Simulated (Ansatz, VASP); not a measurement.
One calculation of MgI2, two programs

File INCAR:

```
SYSTEM = MgI2
  ALGO = Normal
  EDIFF = 1E-7
  ENCUT = 520
  GGA = PE
  ISIF = 2
  ISMEAR = 0
  LASPH = .TRUE.
  LCHARG = .FALSE.
  LREAL = .FALSE.
  LWAVE = .FALSE.
  NBANDS = 15
  NELM = 60
  PREC = Accurate
  SIGMA = 0.05
```

The input KPOINTS:

```
k-points
0
G
  6 6 4
  0 0 0
```

POSCAR

```
MgI2
1.0
    4.1537001214      0.0000000000      0.0000000000
   -2.0768500607      3.5972098248      0.0000000000
    0.0000000000      0.0000000000      6.8620000000
Mg I
1 2
Direct
    0.0000000000      0.0000000000      0.0000000000
    0.3739773903      0.6869886951      0.7280772998
    0.7073107236      0.3536553618      0.2128172998
```

Input for Ansatz:

```yaml
crystal:
  lattice:
    - [4.1537001214, 0.0, 0.0]
    - [-2.0768500607, 3.5972098248, 0.0]
    - [0.0, 0.0, 6.862]
  atoms:
    - { symbol: Mg, position: [0.0, 0.0, 0.0] }
    - { symbol: I, position: [0.3739773903, 0.6869886951, 0.7280772998] }
    - { symbol: I, position: [0.7073107236, 0.3536553618, 0.2128172998] }
basis:
  ecutwfc: 420
kpoints:
  mp_grid: { grid: [6, 6, 4] }
hamiltonian:
  xc: pbe
scf:
  occupations: { method: gaussian, width: 0.05 }
output:
  forces: true
  stress: true
  eigenvalues: true
  write_density: true
  write_potential: true
  elf: true
  volumetric_format: npy
```

Change from the starting cell: all I atoms moved -0.250 Å, as atom 2 towards its neighbour atom 3 (I) at 4.101 Å.

Alike in both runs: task single point; functional PBE; k mesh 6 × 6 × 4; occupations gaussian, width 0.05 eV; no spin polarisation.

|  | VASP | Ansatz |
| --- | --- | --- |
| version | VASP 6.6.1 | Ansatz 0.2.0 |
| potentials or method | VASP PAW PBE potentials, release 64 (Mg, I), cutoff 520 eV | scalar-relativistic, plane waves, PAW |
| valence electrons in the cell | 16 | 44 |

```tsv
	VASP	Ansatz	Ansatz less VASP
gap on the k mesh at the Fermi level (eV)	3.12	3.14	+0.018
least direct gap on the mesh (eV)	3.24	3.26	+0.016
pressure (GPa)	1.7	1.8	+0.05
traceless stress, the component that is largest in VASP (GPa)	-0.45	-0.45	+0.001
rms of the force components (eV/Å)	0.505	0.505	+0.0002
```

Atom by atom the forces differ by 0.004 eV/Å (rms over components). VASP's potentials hold 16 valence electrons a cell and Ansatz's 44, so a difference there can come from the potentials and not from the codes.

Spin-orbit coupling is off throughout.
